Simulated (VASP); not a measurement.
Wanted: the native input for a VASP 6.6.1 run.

- Task: single point
- Functional: PBE
- Potentials or basis: VASP PAW PBE potentials, release 64 (Cd, Se)
- Cutoff: 520 eV
- k mesh: 1 × 1 × 14
- Occupations: gaussian, width 0.05 eV
- Spin: collinear spin, ferromagnetic start
- Starting moments: [0.5, 0.5] μB
- Dipole correction: no
- Further INCAR settings: ALGO = Normal; EDIFF = 1e-06; NBANDS = 20

The structure of CdSe lies in POSCAR:

```
CdSe
1.0
    9.0000000000      0.0000000000      0.0000000000
    0.0000000000      9.3000000000      0.0000000000
    0.0000000000      0.0000000000      4.8037441713
Cd Se
1 1
Direct
    0.5000000000      0.5000000000      0.0000000000
    0.5000000000      0.5000000000      0.5000000000
```

One way to write it, as run:

INCAR

```
PREC = Accurate
ENCUT = 520
EDIFF = 1E-6
ISMEAR = 0
SIGMA = 0.05
LREAL = F
LASPH = T
NELM = 150
ALGO = Normal
ISIF = 2
LWAVE = F
LCHARG = F
ISPIN = 2
MAGMOM = 0.5 0.5
LORBIT = 11
GGA = PE
NBANDS = 20
```

KPOINTS

```
Automatic mesh
0
Gamma
  1 1 14
```

Potentials or basis: VASP PAW PBE potentials, release 64 (Cd, Se).

Launch:

```bash
$ cat potpaw_PBE.64/Cd/POTCAR potpaw_PBE.64/Se/POTCAR > POTCAR
$ mpirun -np 1 vasp_std > vasp.out
```

Results of the run:

- Band gap on the k mesh: 0.34 eV, indirect (least direct gap 1.15 eV)
- Net moment: 0.00 μB per cell
- Valence electrons inside the program's atomic spheres: Cd 10.27; Se 3.86

Wall time 100 s on 1 thread of Intel(R) Xeon(R) Platinum 8488C (Sapphire Rapids), with other jobs on the host, peak memory 0.57 GiB.
